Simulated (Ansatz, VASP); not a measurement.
**One calculation of NaF, two programs**

File INCAR:

```
PREC = Accurate ; ENCUT = 520
EDIFF = 1E-6 ; ISMEAR = 0
SIGMA = 0.05 ; LREAL = F
LASPH = T ; NELM = 60
ALGO = Normal ; ISIF = 2
LWAVE = F ; LCHARG = F
GGA = PS ; NBANDS = 14
```

Contents of KPOINTS:

```
Automatic mesh
0
Gamma
  8 8 8
```

Contents of POSCAR:

```
NaF
1.0
    0.0000000000      2.3233000000      2.4162320000
    2.3233000000      0.0000000000      2.4162320000
    2.3233000000      2.3233000000      0.0000000000
Na F
1 1
Direct
    0.0000000000      0.0000000000      0.0000000000
    0.5000000000      0.5000000000      0.5000000000
```

Input for Ansatz:

```yaml
crystal:
  lattice:
    - [0.0, 2.3233, 2.416232]
    - [2.3233, 0.0, 2.416232]
    - [2.3233, 2.3233, 0.0]
  atoms:
    - { symbol: Na, position: [0.0, 0.0, 0.0] }
    - { symbol: F, position: [0.5, 0.5, 0.5] }
basis:
  ecutwfc: 420
kpoints:
  mp_grid: { grid: [8, 8, 8] }
hamiltonian:
  xc: pbesol
scf:
  occupations: { method: gaussian, width: 0.05 }
output:
  forces: true
  stress: true
  eigenvalues: true
```

Change from the starting cell: strain +0.0400 x Voigt [0, 0, 1, 0, 0, 0], atoms carried along.

Alike in both runs: task single point; functional PBEsol; k mesh 8 × 8 × 8; occupations gaussian, width 0.05 eV; no spin polarisation.

|  | VASP | Ansatz |
| --- | --- | --- |
| version | VASP 6.6.1 | Ansatz 0.2.0 |
| potentials or method | VASP PAW PBE potentials, release 64 (Na_pv, F), cutoff 520 eV | scalar-relativistic, plane waves, PAW |
| valence electrons in the cell | 14 | 16 |

|  | VASP | Ansatz | Ansatz less VASP |
| --- | --- | --- | --- |
| gap on the k mesh at the Fermi level (eV) | 5.92 | 5.94 | +0.020 |
| least direct gap on the mesh (eV) | 5.92 | 5.94 | +0.020 |
| pressure (GPa) | -2.1 | -2.0 | +0.12 |
| traceless stress, the component that is largest in VASP (GPa) | -1.48 | -1.41 | +0.066 |

VASP's potentials were made for PBE, not for PBEsol. The functional is the same, so the differences come from potentials, cutoffs and numerics. VASP's potentials hold 14 valence electrons a cell and Ansatz's 16, so a difference there can come from the potentials and not from the codes.
